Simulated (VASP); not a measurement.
# TaTe (Pm-3m) in VASP: settings compared

TaTe is run at these levels: PBE, PBE-based screened hybrid with 25 % exact exchange; tasks: single point.

Program: VASP 6.6.1. These are calculated values, not measurements. Logs are shortened: lines on timing, memory, paths and dates and some standing lists are left out, and cuts for length are marked.

## 1. The cell of the first run

Symmetry: Pm-3m, No. 221, cubic system. The conventional cell has a = 3.420 Å, b = 3.420 Å, c = 3.420 Å, α = 90.00°, β = 90.00°, γ = 90.00°. Within 3.9 Å of Ta (site symmetry m-3m) lie 8 Te at 2.96 Å and 6 Ta at 3.42 Å. Within 3.9 Å of Te (site symmetry m-3m) lie 8 Ta at 2.96 Å and 6 Te at 3.42 Å.

## 2. Single point, PBE

File INCAR:

```
SYSTEM = TaTe
  PREC = Accurate
  ENCUT = 500
  EDIFF = 1E-6
  ISMEAR = -1
  SIGMA = 0.04
  LREAL = .False.
  LASPH = .True.
  NELM = 120
  ALGO = Normal
  ISIF = 2
  LWAVE = .False.
  LCHARG = .True.
  GGA = PE
  LELF = .True.
  LVHAR = .True.
  NBANDS = 16
  GGA_COMPAT = .False.
```

File KPOINTS:

```
regular mesh
0
Gamma
  5 5 5
  0 0 0
```

File POSCAR:

```
TaTe
1.0
    3.4200900000      0.0000000000      0.0000000000
    0.0000000000      3.4200900000      0.0000000000
    0.0000000000      0.0000000000      3.4200900000
Ta Te
1 1
Direct
    0.5000000000      0.5000000000      0.5000000000
    0.0000000000      0.0000000000      0.0000000000
```

Potentials or basis: VASP PAW PBE potentials, release 64 (Ta_pv, Te).

Started as:

```bash
cat potpaw_PBE.64/Ta_pv/POTCAR potpaw_PBE.64/Te/POTCAR > POTCAR
mpirun -np 1 vasp_std > vasp.out
```

OUTCAR:

```text
SYSTEM = TaTe
   PREC = Accurate
   ENCUT = 500
   EDIFF = 1E-6
   ISMEAR = -1
   LREAL = .False.
   LASPH = .True.
   NELM = 120
   ISIF = 2
   GGA = PE

 ion  position               nearest neighbor table
   1  0.500  0.500  0.500-   2 2.96   2 2.96   2 2.96   2 2.96   2 2.96   2 2.96   2 2.96   2 2.96

   2  0.000  0.000  0.000-   1 2.96   1 2.96   1 2.96   1 2.96   1 2.96   1 2.96   1 2.96   1 2.96

  LATTYP: Found a simple cubic cell.
 ALAT       =     3.4200900000

  Lattice vectors:

 A1 = (   3.4200900000,   0.0000000000,   0.0000000000)
 A2 = (   0.0000000000,   3.4200900000,   0.0000000000)
 A3 = (   0.0000000000,   0.0000000000,   3.4200900000)

Analysis of symmetry for initial positions (statically):
=====================================================================
 Subroutine PRICEL returns:
 Original cell was already a primitive cell.

 Routine SETGRP: Setting up the symmetry group for a
 simple cubic supercell.

 Subroutine GETGRP returns: Found 48 space group operations
 (whereof 48 operations were pure point group operations)
 out of a pool of 48 trial point group operations.

The static configuration has the point symmetry O_h .

Analysis of symmetry for dynamics (positions and initial velocities):
=====================================================================
 Subroutine PRICEL returns:
 Original cell was already a primitive cell.

 Routine SETGRP: Setting up the symmetry group for a
 simple cubic supercell.

 Subroutine GETGRP returns: Found 48 space group operations
 (whereof 48 operations were pure point group operations)
 out of a pool of 48 trial point group operations.

The dynamic configuration has the point symmetry O_h .

 Subroutine INISYM returns: Found 48 space group operations
 (whereof 48 operations are pure point group operations),
 and found     1 'primitive' translations

----------------------------------------------------------------------------------------

                                     Primitive cell

  volume of cell :      40.0048

  direct lattice vectors                    reciprocal lattice vectors
     3.420090000  0.000000000  0.000000000     0.292389966  0.000000000  0.000000000
     0.000000000  3.420090000  0.000000000     0.000000000  0.292389966  0.000000000
     0.000000000  0.000000000  3.420090000     0.000000000  0.000000000  0.292389966

  length of vectors
     3.420090000  3.420090000  3.420090000     0.292389966  0.292389966  0.292389966

  position of ions in fractional coordinates (direct lattice)
     0.500000000  0.500000000  0.500000000
     0.000000000  0.000000000  0.000000000

  ion indices of the primitive-cell ions
   primitive index   ion index
                 1           1
                 2           2

----------------------------------------------------------------------------------------

 KPOINTS: regular mesh

Automatic generation of k-mesh.
 Grid dimensions read from file:
 generate k-points for:    5    5    5

 Generating k-lattice:

  Cartesian coordinates                     Fractional coordinates (reciprocal lattice)
     0.058477993  0.000000000  0.000000000     0.200000000  0.000000000  0.000000000
     0.000000000  0.058477993  0.000000000     0.000000000  0.200000000  0.000000000
     0.000000000  0.000000000  0.058477993     0.000000000  0.000000000  0.200000000

  Length of vectors
     0.058477993  0.058477993  0.058477993

  Shift w.r.t. Gamma in fractional coordinates (k-lattice)
     0.000000000  0.000000000  0.000000000

 Subroutine IBZKPT returns following result:
 ===========================================

 Found     10 irreducible k-points:

 Following reciprocal coordinates:
            Coordinates               Weight
  0.000000  0.000000  0.000000      1.000000
  0.200000  0.000000  0.000000      6.000000
  0.400000  0.000000  0.000000      6.000000
  0.200000  0.200000  0.000000     12.000000
  0.400000  0.200000  0.000000     24.000000
  0.400000  0.400000  0.000000     12.000000
  0.200000  0.200000  0.200000      8.000000
  0.400000  0.200000  0.200000     24.000000
  0.400000  0.400000  0.200000     24.000000
  0.400000  0.400000  0.400000      8.000000
   k-points           NKPTS =     10   k-points in BZ     NKDIM =     10   number of bands    NBANDS=     16
   number of dos      NEDOS =    301   number of ions     NIONS =      2
   total plane-waves  NPLWV =  21952
   dimension x,y,z NGX =    28 NGY =   28 NGZ =   28
   dimension x,y,z NGXF=    56 NGYF=   56 NGZF=   56
   ions per type =               1   1
   NGX,Y,Z   is equivalent  to a cutoff of  13.61, 13.61, 13.61 a.u.
   NGXF,Y,Z  is equivalent  to a cutoff of  27.22, 27.22, 27.22 a.u.
 SYSTEM =  TaTe
   PREC   = accura    normal or accurate (medium, high low for compatibility)
   ISTART =      0    job   : 0-new  1-cont  2-samecut
   ICHARG =      2    charge: 1-file 2-atom 10-const
   ISPIN  =      1    spin polarized calculation?
   LNONCOLLINEAR =      F non collinear calculations
   LSORBIT =      F    spin-orbit coupling
   LASPH  =      T    aspherical Exc in radial PAW
   ENCUT  =  500.0 eV  36.75 Ry    6.06 a.u.   6.24  6.24  6.24*2*pi/ulx,y,z
   NELM   =    120;   NELMIN=  2; NELMDL= -5     # of ELM steps
   EDIFF  = 0.1E-05   stopping-criterion for ELM
   LREAL  =      F    real-space projection
   EDIFFG = 0.1E-04   stopping-criterion for IOM
   NSW    =      0    number of steps for IOM
   IBRION =     -1    ionic relax: 0-MD 1-quasi-New 2-CG
   NFREE  =      0    steps in history (QN), initial steepest desc. (CG)
   ISIF   =      2    stress and relaxation
   ISYM   =      2    0-nonsym 1-usesym 2-fastsym
   POTIM  = 0.5000    time-step for ionic-motion
   TEBEG  =    0.0;   TEEND  =   0.0 temperature during run
   PSTRESS=    0.0 pullay stress
   NELECT =      17.0000    total number of electrons
   NUPDOWN=      -1.0000    fix difference up-down
   EMIN   =  10.00;   EMAX   =-10.00  energy-range for DOS
   EFERMI =   0.00;   METHOD = LEGACY
   ISMEAR =    -1;   SIGMA  =   0.04  broadening in eV -4-tet -1-fermi 0-gaus
   EFERMI_NEDOS =   21; number of points for ismear=-14 and -15
   IALGO  =     38    algorithm
   IMIX   =      4    mixing-type and parameters
     AMIX     =   0.40;   BMIX     =  1.00
     AMIX_MAG =   1.60;   BMIX_MAG =  1.00
  volume/ion in A,a.u.               =      20.00       134.98
  Fermi-wavevector in a.u.,A,eV,Ry     =   1.230798  2.325872 20.610987  1.514865
  Thomas-Fermi vector in A             =   2.365633
   LORBIT       =      0    0 simple, 1 ext, 2 COOP (PROOUT), +10 PAW based schemes
   GGA     = PE    functional components
   LHFCALC =     F    Hartree Fock is set to
   AEXX    =    0.0000 exact exchange contribution
   IVDW    =     0    specifies the selected vdW correction
   LEPSILON=     F    determine dielectric tensor
   LRPA    =     F    only Hartree local field effects (RPA)
 non-spin polarized calculation
  energy-cutoff  :      500.00
  volume of cell :       40.00
 maximum number of plane-waves:      1022
 NGX is ok and might be reduce to    28
   NGX = 13   NGY = 13   NGZ = 13

 number of electron      17.0000005 magnetization

 Free energy of the ion-electron system (eV)
  ---------------------------------------------------
  ext. energy  EPLUGINS =         0.00000000
  ---------------------------------------------------
  free energy    TOTEN  =       -14.58125758 eV

  energy without entropy =      -14.56414710  energy(sigma->0) =      -14.57270234

 E-fermi :   9.7822     XC(G=0): -11.8999

 val. band max:        9.5863223378   @ k =   0.4000   0.4000   0.0000
 cond. band min:       9.8171106192   @ k =   0.4000   0.4000   0.2000
 fundamental gap:      0.2307882815
 Fermi energy:         9.7821807172

 k-point     1 :       0.0000    0.0000    0.0000
  band No.  band energies     occupation
      1     -25.2316      2.00000
      2     -25.2316      2.00000
      3     -25.2316      2.00000
      4      -5.1516      2.00000
      5       6.9041      2.00000
      6       6.9041      2.00000
      7       8.2638      2.00000
      8       8.2638      2.00000
      9       8.2638      2.00000
     10      11.1205      0.00000
     11      11.1205      0.00000
     12      11.1205      0.00000
     13      11.7885      0.00000
     14      18.2226      0.00000
     15      18.2226      0.00000
     16      22.0734      0.00000

 k-point     2 :       0.2000    0.0000    0.0000
  band No.  band energies     occupation
      1     -25.2855      2.00000
      2     -25.2261      2.00000
      3     -25.2261      2.00000
      4      -4.6496      2.00000
      5       4.5251      2.00000
      6       7.1493      2.00000
      7       7.6005      2.00000
      8       7.6005      2.00000
      9       9.0780      2.00000
     10      11.1835      0.00000
     11      12.1592      0.00000
     12      12.1592      0.00000
     13      13.8651      0.00000
     14      16.3428      0.00000
     15      19.6130      0.00000
     16      20.9635      0.00000

 k-point     3 :       0.4000    0.0000    0.0000
  band No.  band energies     occupation
      1     -25.3715      2.00000
      2     -25.2172      2.00000
      3     -25.2172      2.00000
      4      -3.4873      2.00000
      5       1.6346      2.00000
      6       6.8688      2.00000
      7       6.8688      2.00000
      8       7.6318      2.00000
      9      11.2896      0.00000
     10      11.5496      0.00000
     11      14.2228      0.00000
     12      14.2228      0.00000
     13      14.4083      0.00000
     14      14.9688      0.00000
     15      17.6581      0.00000
     16      17.6591      0.00000

 k-point     4 :       0.2000    0.2000    0.0000
  band No.  band energies     occupation
      1     -25.2813      2.00000
      2     -25.2770      2.00000
      3     -25.2212      2.00000
      4      -4.2064      2.00000
      5       4.4764      2.00000
      6       5.1901      2.00000
      7       7.5624      2.00000
      8       8.0003      2.00000
      9      10.3660      0.00000
     10      10.4478      0.00000
     11      10.9977      0.00000
     12      13.1532      0.00000
     13      15.5957      0.00000
     14      17.6080      0.00000
     15      18.4431      0.00000
     16      18.9746      0.00000

 k-point     5 :       0.4000    0.2000    0.0000
  band No.  band energies     occupation
      1     -25.3637      2.00000
      2     -25.2687      2.00000
      3     -25.2132      2.00000
      4      -3.2282      2.00000
      5       2.1884      2.00000
      6       5.4980      2.00000
      7       7.3280      2.00000
      8       7.9695      2.00000
      9      10.4218      0.00000
     10      11.7011      0.00000
     11      12.0614      0.00000
     12      13.6205      0.00000
     13      14.2512      0.00000
     14      15.8698      0.00000
     15      18.2432      0.00000
     16      18.5577      0.00000

 k-point     6 :       0.4000    0.4000    0.0000
  band No.  band energies     occupation
      1     -25.3517      2.00000
      2     -25.3502      2.00000
      3     -25.2067      2.00000
      4      -2.7241      2.00000
      5       3.3269      2.00000
      6       3.9785      2.00000
      7       7.2079      2.00000
      8       8.4448      2.00000
      9       9.5863      1.98516
     10      11.3731      0.00000
     11      11.6419      0.00000
     12      12.4030      0.00000
     13      13.0186      0.00000
     14      17.4942      0.00000
     15      18.5350      0.00000
     16      20.4548      0.00000

 k-point     7 :       0.2000    0.2000    0.2000
  band No.  band energies     occupation
      1     -25.2777      2.00000
      2     -25.2709      2.00000
      3     -25.2709      2.00000
      4      -3.8046      2.00000
      5       5.0448      2.00000
      6       5.1639      2.00000
      7       5.1639      2.00000
      8       8.9871      2.00000
      9       8.9871      2.00000
     10      11.6274      0.00000
     11      12.3622      0.00000
     12      12.3622      0.00000
     13      15.0078      0.00000
     14      18.1294      0.00000
     15      18.1294      0.00000
     16      19.8234      0.00000

 k-point     8 :       0.4000    0.2000    0.2000
  band No.  band energies     occupation
      1     -25.3561      2.00000
      2     -25.2659      2.00000
      3     -25.2609      2.00000
      4      -2.9360      2.00000
      5       2.6724      2.00000
      6       5.0531      2.00000
      7       6.5510      2.00000
      8       8.4545      2.00000
      9       9.4224      1.99975
     10      10.8558      0.00000
     11      12.3850      0.00000
     12      14.1650      0.00000
     13      14.2610      0.00000
     14      16.7059      0.00000
     15      17.7843      0.00000
     16      18.6450      0.00000

 k-point     9 :       0.4000    0.4000    0.2000
  band No.  band energies     occupation
      1     -25.3446      2.00000
      2     -25.3428      2.00000
      3     -25.2548      2.00000
      4      -2.3393      2.00000
      5       3.4640      2.00000
      6       3.7186      2.00000
      7       6.4762      2.00000
      8       7.9692      2.00000
      9       9.8171      0.58916
     10       9.8406      0.37696
     11      12.7702      0.00000
     12      13.2704      0.00000
     13      14.4568      0.00000
     14      16.8094      0.00000
     15      17.6318      0.00000
     16      19.9037      0.00000

 k-point    10 :       0.4000    0.4000    0.4000
  band No.  band energies     occupation
      1     -25.3338      2.00000
      2     -25.3309      2.00000
      3     -25.3309      2.00000
      4      -1.4689      2.00000
      5       3.3300      2.00000
      6       3.3300      2.00000
      7       4.2043      2.00000
      8       9.4381      1.99963
      9      10.2798      0.00001
     10      10.2798      0.00001
     11      13.6542      0.00000
     12      13.6542      0.00000
     13      14.5132      0.00000
     14      15.7234      0.00000
     15      15.7234      0.00000
     16      17.5373      0.00000

------------------------ aborting loop because EDIFF is reached ----------------------------------------

  FORCE on cell =-STRESS in cart. coord.  units (eV):
  Direction    XX          YY          ZZ          XY          YZ          ZX
  --------------------------------------------------------------------------------------
  -------------------------------------------------------------------------------------
  Total       -0.0070766     -0.0070766     -0.0070766     -0.0000000     -0.0000000      0.0000000
  in kB       -0.2834157     -0.2834157     -0.2834157     -0.0000000     -0.0000000      0.0000000
  external PRESSURE =      -0.2834157 kB  Pullay stress =       0.0000000 kB

 VOLUME and BASIS-vectors are now :
 -----------------------------------------------------------------------------
  energy-cutoff  :      500.00
  volume of cell :       40.00
      direct lattice vectors                 reciprocal lattice vectors
     3.420090000  0.000000000  0.000000000     0.292389966  0.000000000  0.000000000
     0.000000000  3.420090000  0.000000000     0.000000000  0.292389966  0.000000000
     0.000000000  0.000000000  3.420090000     0.000000000  0.000000000  0.292389966

 POSITION                                       TOTAL-FORCE (eV/Angst)
 -----------------------------------------------------------------------------------
      1.71005      1.71005      1.71005         0.000000      0.000000      0.000000
      0.00000      0.00000      0.00000         0.000000      0.000000      0.000000
 -----------------------------------------------------------------------------------
    total drift:                                0.000000      0.000000      0.000000

  FREE ENERGIE OF THE ION-ELECTRON SYSTEM (eV)
  ---------------------------------------------------
  free  energy   TOTEN  =       -14.5812575820 eV

  energy  without entropy=      -14.5641470983  energy(sigma->0) =      -14.57270234
```

Wall time 11 s (1 thread of Intel Xeon Platinum 8488C (Sapphire Rapids), shared host); peak memory 0.15 GiB.

Results:

| Quantity | Value |
| --- | --- |
| Free energy | -14.5813 eV |
| Pressure | 0.0 GPa |
| Band gap on the k mesh | zero (an odd number of electrons rules out a gap without spin polarisation) |

Levels at points of the mesh, in eV from the Fermi level:
```
           k point  band 5  band 6  band 7  band 8  band 9  band 10  band 11  band 12
(0.00, 0.00, 0.00)   -2.88   -2.88   -1.52   -1.52   -1.52     1.34     1.34     1.34
```

Caveat: the k points lie up to 0.37 Å⁻¹ apart, too coarse for converged energies and pressures of a metal; spin-orbit coupling is left out, which moves the levels of the heavy elements.

(Part 1 of 2 ends here.)
